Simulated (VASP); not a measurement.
# Ni in VASP: further runs

The runs below take Ni through single point, with PBEsol.

Everything below comes from runs of VASP 6.6.1. Logs are shortened: lines on timing, memory, paths and dates and some standing lists are left out, and cuts for length are marked.

### Step 1. The cell of the first run

The cell holds a slab with vacuum, 6 atoms: a = 2.449 Å, b = 2.449 Å, c = 24.997 Å, α = 90.00°, β = 90.00°, γ = 120.00°.

### Step 2. Single point, PBEsol, collinear spin, ferromagnetic start

Input file INCAR:

```
PREC     = Accurate       # precision mode
ENCUT    = 520            # plane-wave cutoff, eV
EDIFF    = 1E-6           # SCF threshold, eV
ISMEAR   = 0              # smearing method
SIGMA    = 0.1            # smearing width, eV
LREAL    = F              # projectors in reciprocal space
LASPH    = T              # aspherical terms in the spheres
NELM     = 150            # most SCF steps
ALGO     = Normal         # electronic algorithm
ISIF     = 2              # what is computed and relaxed
LWAVE    = F              # write WAVECAR
LCHARG   = F              # write CHGCAR
ISPIN    = 2              # spin polarisation
MAGMOM   = 0.73 0.73 0.73 0.73 0.73 0.73 # initial moments
LORBIT   = 11             # projections on sites
LMAXMIX  = 4              # l up to which the mixer works
LDIPOL   = T            
IDIPOL   = 3            
DIPOL    = 0.5 0.5 0.500
GGA      = PS             # functional
NBANDS   = 43             # bands
```

Input file KPOINTS:

```
Automatic mesh
0
Gamma
  15 15 1
```

Input file POSCAR:

```
Ni
1.0
    2.4488173384      0.0000000000      0.0000000000
   -1.2244086692      2.1207380243      0.0000000000
    0.0000000000      0.0000000000     24.9972549205
Ni
6
Direct
    0.6666666667      0.3333333333      0.3012475525
    0.3333333333      0.6666666667      0.3800816023
    0.0000000000      0.0000000000      0.4599676730
    0.6666666667      0.3333333333      0.5400323657
    0.3333333333      0.6666666667      0.6199183946
    0.0000000000      0.0000000000      0.6987524118
```

Potentials or basis: VASP PAW PBE potentials, release 64 (Ni).

Launch:

```
> cat potpaw_PBE.64/Ni/POTCAR > POTCAR
> mpirun -np 1 vasp_std > vasp.out
```

OUTCAR:

```text
PREC = Accurate
   ENCUT = 520
   EDIFF = 1E-6
   ISMEAR = 0
   LREAL = F
   LASPH = T
   NELM = 150
   ISIF = 2
   ISPIN = 2
   LORBIT = 11
   GGA = PS

 ion  position               nearest neighbor table
   1  0.667  0.333  0.301-   2 2.43   2 2.43   2 2.43
   2  0.333  0.667  0.380-   1 2.43   1 2.43   1 2.43   3 2.45   3 2.45   3 2.45
   3  0.000  0.000  0.460-   2 2.45   2 2.45   2 2.45   4 2.45   4 2.45   4 2.45
   4  0.667  0.333  0.540-   5 2.45   5 2.45   5 2.45   3 2.45   3 2.45   3 2.45
   5  0.333  0.667  0.620-   6 2.43   6 2.43   6 2.43   4 2.45   4 2.45   4 2.45
   6  0.000  0.000  0.699-   5 2.43   5 2.43   5 2.43

  LATTYP: Found a hexagonal cell.
 ALAT       =     2.4488173384
 C/A-ratio  =    10.2078887341

  Lattice vectors:

 A1 = (   2.4488173384,   0.0000000000,   0.0000000000)
 A2 = (  -1.2244086692,   2.1207380243,   0.0000000000)
 A3 = (   0.0000000000,   0.0000000000,  24.9972549205)

Analysis of symmetry for initial positions (statically):
=====================================================================
 Subroutine PRICEL returns:
 Original cell was already a primitive cell.

 Routine SETGRP: Setting up the symmetry group for a
 hexagonal supercell.

 Subroutine GETGRP returns: Found 12 space group operations
 (whereof  6 operations were pure point group operations)
 out of a pool of 24 trial point group operations.

The static configuration has the point symmetry C_3v.
 The point group associated with its full space group is D_3d.

Analysis of symmetry for dynamics (positions and initial velocities):
=====================================================================
 Subroutine PRICEL returns:
 Original cell was already a primitive cell.

 Routine SETGRP: Setting up the symmetry group for a
 hexagonal supercell.

 Subroutine GETGRP returns: Found 12 space group operations
 (whereof  6 operations were pure point group operations)
 out of a pool of 24 trial point group operations.

The dynamic configuration has the point symmetry C_3v.
 The point group associated with its full space group is D_3d.

Analysis of structural, dynamic, and magnetic symmetry:
=====================================================================
 Subroutine PRICEL returns:
 Original cell was already a primitive cell.

 Routine SETGRP: Setting up the symmetry group for a
 hexagonal supercell.

 Subroutine GETGRP returns: Found 12 space group operations
 (whereof  6 operations were pure point group operations)
 out of a pool of 24 trial point group operations.

The overall configuration has the point symmetry C_3v.
 The point group associated with its full space group is D_3d.

 Subroutine INISYM returns: Found 12 space group operations
 (whereof  6 operations are pure point group operations),
 and found     1 'primitive' translations

----------------------------------------------------------------------------------------

                                     Primitive cell

  volume of cell :     129.8182

  direct lattice vectors                    reciprocal lattice vectors
     2.448817338  0.000000000  0.000000000     0.408360389  0.235766980  0.000000000
    -1.224408669  2.120738024  0.000000000     0.000000000  0.471533961  0.000000000
     0.000000000  0.000000000 24.997254921     0.000000000  0.000000000  0.040004393

  length of vectors
     2.448817338  2.448817338 24.997254921     0.471533961  0.471533961  0.040004393

  position of ions in fractional coordinates (direct lattice)
     0.666666667  0.333333333  0.301247553
     0.333333333  0.666666667  0.380081602
     0.000000000  0.000000000  0.459967673
     0.666666667  0.333333333  0.540032366
     0.333333333  0.666666667  0.619918395
     0.000000000  0.000000000  0.698752412

  ion indices of the primitive-cell ions
   primitive index   ion index
                 1           1
                 2           2
                 3           3
                 4           4
                 5           5
                 6           6

----------------------------------------------------------------------------------------

 KPOINTS: Automatic mesh

[... 53 lines left out ...]
   dimension x,y,z NGXF=    36 NGYF=   36 NGZF=  384
   ions per type =               6
   NGX,Y,Z   is equivalent  to a cutoff of  12.22, 12.22, 12.77 a.u.
   NGXF,Y,Z  is equivalent  to a cutoff of  24.44, 24.44, 25.54 a.u.
 SYSTEM =  unknown system
   PREC   = accura    normal or accurate (medium, high low for compatibility)
   ISTART =      0    job   : 0-new  1-cont  2-samecut
   ICHARG =      2    charge: 1-file 2-atom 10-const
   ISPIN  =      2    spin polarized calculation?
   LNONCOLLINEAR =      F non collinear calculations
   LSORBIT =      F    spin-orbit coupling
   LASPH  =      T    aspherical Exc in radial PAW
   ENCUT  =  520.0 eV  38.22 Ry    6.18 a.u.   4.55  4.55 46.48*2*pi/ulx,y,z
   NELM   =    150;   NELMIN=  2; NELMDL= -5     # of ELM steps
   EDIFF  = 0.1E-05   stopping-criterion for ELM
   LREAL  =      F    real-space projection
   EDIFFG = 0.1E-04   stopping-criterion for IOM
   NSW    =      0    number of steps for IOM
   IBRION =     -1    ionic relax: 0-MD 1-quasi-New 2-CG
   NFREE  =      0    steps in history (QN), initial steepest desc. (CG)
   ISIF   =      2    stress and relaxation
   ISYM   =      2    0-nonsym 1-usesym 2-fastsym
   POTIM  = 0.5000    time-step for ionic-motion
   TEBEG  =    0.0;   TEEND  =   0.0 temperature during run
   PSTRESS=    0.0 pullay stress
   NELECT =      60.0000    total number of electrons
   NUPDOWN=      -1.0000    fix difference up-down
   EMIN   =  10.00;   EMAX   =-10.00  energy-range for DOS
   EFERMI =   0.00;   METHOD = LEGACY
   ISMEAR =     0;   SIGMA  =   0.10  broadening in eV -4-tet -1-fermi 0-gaus
   EFERMI_NEDOS =   21; number of points for ismear=-14 and -15
   IALGO  =     38    algorithm
   IMIX   =      4    mixing-type and parameters
     AMIX     =   0.40;   BMIX     =  1.00
     AMIX_MAG =   1.60;   BMIX_MAG =  1.00
  volume/ion in A,a.u.               =      21.64       146.01
  Fermi-wavevector in a.u.,A,eV,Ry     =   1.265746  2.391914 21.798081  1.602114
  Thomas-Fermi vector in A             =   2.398983
   LORBIT       =     11    0 simple, 1 ext, 2 COOP (PROOUT), +10 PAW based schemes
   GGA     = PS    functional components
   LHFCALC =     F    Hartree Fock is set to
   AEXX    =    0.0000 exact exchange contribution
   IVDW    =     0    specifies the selected vdW correction
   LEPSILON=     F    determine dielectric tensor
   LRPA    =     F    only Hartree local field effects (RPA)
 spin polarized calculation
 Gauss-broadening in eV      SIGMA  =   0.10
  energy-cutoff  :      520.00
  volume of cell :      129.82
 maximum number of plane-waves:      3548
   NGX =  9   NGY =  9   NGZ = 93

 dipolmoment           0.000000      0.000000      0.000000 electrons x Angstroem

 number of electron      59.9999952 magnetization       3.8926945

 dipolmoment           0.000000      0.000000     -0.000000 electrons x Angstroem

 Free energy of the ion-electron system (eV)
  ---------------------------------------------------
  ext. energy  EPLUGINS =         0.00000000
  ---------------------------------------------------
  free energy    TOTEN  =       -35.34338449 eV

  energy without entropy =      -35.28783526  energy(sigma->0) =      -35.31560988

 E-fermi :   2.0847     XC(G=0):  -7.3153

 val. band max:        2.0830835022   @ k =   0.2667   0.1333   0.0000
 cond. band min:       2.0858591689   @ k =   0.0667  -0.0000   0.0000
 fundamental gap:      0.0027756667
 Fermi energy:         2.0846693278

 spin component 1

 k-point     1 :       0.0000    0.0000    0.0000
  band No.  band energies     occupation
      1      -7.0975      1.00000
      2      -6.4068      1.00000
      3      -5.3147      1.00000
      4      -4.0997      1.00000
      5      -3.2762      1.00000
      6      -3.0636      1.00000
[... 1069 lines left out ...]
     41      11.5948      0.00000
     42      11.7556      0.00000

 [... further k-points ...]

 spin component 2

 k-point     1 :       0.0000    0.0000    0.0000
  band No.  band energies     occupation
      1      -7.1085      1.00000
      2      -6.4139      1.00000
      3      -5.3101      1.00000
      4      -4.0345      1.00000
      5      -3.0359      1.00000
      6      -2.6744      1.00000
[... 1069 lines left out ...]
     41      11.7642      0.00000
     42      11.9335      0.00000

 [... further k-points ...]

 [bands above 42 left out]

------------------------ aborting loop because EDIFF is reached ----------------------------------------

 vacuum level on the upper side and lower side of the slab       (xc-potential included)        -0.003        -0.003

  FORCE on cell =-STRESS in cart. coord.  units (eV):
  Direction    XX          YY          ZZ          XY          YZ          ZX
  --------------------------------------------------------------------------------------
  -------------------------------------------------------------------------------------
  Total       -1.5725706     -1.5725706      0.0137392      0.0000000      0.0000000      0.0000000
  in kB      -19.4081887    -19.4081887      0.1695644      0.0000000      0.0000000      0.0000000
  external PRESSURE =     -12.8822710 kB  Pullay stress =       0.0000000 kB

 VOLUME and BASIS-vectors are now :
 -----------------------------------------------------------------------------
  energy-cutoff  :      520.00
  volume of cell :      129.82
      direct lattice vectors                 reciprocal lattice vectors
     2.448817338  0.000000000  0.000000000     0.408360389  0.235766980  0.000000000
    -1.224408669  2.120738024  0.000000000     0.000000000  0.471533961  0.000000000
     0.000000000  0.000000000 24.997254921     0.000000000  0.000000000  0.040004393

 POSITION                                       TOTAL-FORCE (eV/Angst)
 -----------------------------------------------------------------------------------
      1.22441      0.70691      7.53036        -0.000000      0.000000     -0.005893
     -0.00000      1.41383      9.50100        -0.000000      0.000000      0.007608
      0.00000      0.00000     11.49793        -0.000000      0.000000     -0.001340
      1.22441      0.70691     13.49933         0.000000      0.000000      0.001340
     -0.00000      1.41383     15.49626         0.000000      0.000000     -0.007608
      0.00000      0.00000     17.46689         0.000000     -0.000000      0.005893
 -----------------------------------------------------------------------------------
    total drift:                               -0.000000      0.000000     -0.000010

  FREE ENERGIE OF THE ION-ELECTRON SYSTEM (eV)
  ---------------------------------------------------
  free  energy   TOTEN  =       -35.3433844937 eV

  energy  without entropy=      -35.2878352615  energy(sigma->0) =      -35.31560988

 vacuum level on the upper side and lower side of the slab         7.286         7.286

 total charge

# of ion       s       p       d       tot
------------------------------------------
    1        0.513   0.424   8.319   9.257
    2        0.520   0.550   8.336   9.407
    3        0.522   0.546   8.334   9.402
    4        0.522   0.546   8.334   9.402
    5        0.520   0.550   8.336   9.407
    6        0.513   0.424   8.319   9.257
--------------------------------------------------
tot          3.110   3.041  49.980  56.130

 magnetization (x)

# of ion       s       p       d       tot
------------------------------------------
    1       -0.006  -0.024   0.691   0.662
    2       -0.006  -0.026   0.707   0.675
    3       -0.007  -0.026   0.669   0.636
    4       -0.007  -0.026   0.669   0.636
    5       -0.006  -0.026   0.707   0.675
    6       -0.006  -0.024   0.691   0.662
--------------------------------------------------
tot         -0.037  -0.151   4.133   3.945
```

Run time: 10 min. Hardware: 1 thread of Intel Xeon Platinum 8488C (Sapphire Rapids), shared host; peak memory 0.4 GiB.

What came out:

```yaml
Free_energy: -35.3434 eV
Largest_force: 0.008 eV/Å
Net_moment: 3.89 μB per cell
Site_moments: Ni +0.66, +0.68, +0.64 (each value once) μB
Valence_electrons_inside_the_program's_atomic_spheres: Ni 9.26, 9.41, 9.40 (each value once)
```

Forces on the atoms (eV/Å):
```
Ni   0.000  0.000 -0.006
Ni   0.000  0.000  0.008
Ni   0.000  0.000 -0.001
Ni   0.000  0.000  0.001
Ni   0.000  0.000 -0.008
Ni   0.000  0.000  0.006
```

Caveat: the PAW data sets were made with another functional, which shifts forces and pressure a little.

### Step 3. Single point, PBEsol, collinear spin, ferromagnetic start

Input file INCAR:

```
SYSTEM = Ni
ALGO = Normal ; DIPOL = 0.5 0.5 0.500
EDIFF = 1E-6 ; ENCUT = 520
GGA = PS ; IDIPOL = 3
ISIF = 2 ; ISMEAR = 0
ISPIN = 2 ; LASPH = .TRUE.
LCHARG = .FALSE. ; LDIPOL = .TRUE.
LMAXMIX = 4 ; LORBIT = 11
LREAL = .FALSE. ; LWAVE = .FALSE.
MAGMOM = 0.73 0.73 0.73 0.73 0.73 0.73 ; NBANDS = 43
NELM = 150 ; PREC = Accurate
SIGMA = 0.1
```

Input file KPOINTS:

```
k-points
0
G
  15 15 1
  0 0 0
```

Input file POSCAR:

```
Ni
1.0
    2.4488173384      0.0000000000      0.0000000000
   -1.2244086692      2.1207380243      0.0000000000
    0.0000000000      0.0000000000     24.9972549205
Ni
6
Direct
    0.6666666667      0.3333333333      0.3000329446
    0.3333333333      0.6666666667      0.3800197667
    0.0000000000      0.0000000000      0.4600065889
    0.6666666667      0.3333333333      0.5399934111
    0.3333333333      0.6666666667      0.6199802333
    0.0000000000      0.0000000000      0.6999670554
```

Potentials or basis: VASP PAW PBE potentials, release 64 (Ni).

Launch:

```
> cat potpaw_PBE.64/Ni/POTCAR > POTCAR
> mpirun -np 1 vasp_std > vasp.out
```

Run time: 17 min. Hardware: 1 thread of Intel Xeon 8259CL, shared host; peak memory 0.42 GiB.

Results (log left out):

* Free energy: -35.3384 eV
* Largest force: 0.170 eV/Å
* Net moment: 3.89 μB per cell
* Site moments: Ni +0.66, +0.68, +0.64 (each value once) μB
* Valence electrons inside the program's atomic spheres: Ni 9.24, 9.39, 9.40 (each value once)

Forces in eV/Å, atoms in the order of the input:
```
Ni   0.000  0.000  0.170
Ni   0.000  0.000 -0.142
Ni   0.000  0.000 -0.037
Ni   0.000  0.000  0.037
Ni   0.000  0.000  0.142
Ni   0.000  0.000 -0.170
```

Levels at points of the mesh, in eV from the Fermi level:
Spin up:
| k point | band 30 | band 31 | band 32 | band 33 | band 34 | band 35 |
| --- | --- | --- | --- | --- | --- | --- |
| (0.00, 0.00, 0.00) | -0.92 | -0.92 | -0.69 | -0.69 | -0.61 | -0.61 |
Spin down:
| k point | band 25 | band 26 | band 27 | band 28 | band 29 | band 30 |
| --- | --- | --- | --- | --- | --- | --- |
| (0.00, 0.00, 0.00) | -0.71 | -0.67 | -0.67 | -0.50 | -0.50 | -0.27 |

Caveat: the PAW data sets were made with another functional, which shifts forces and pressure a little.
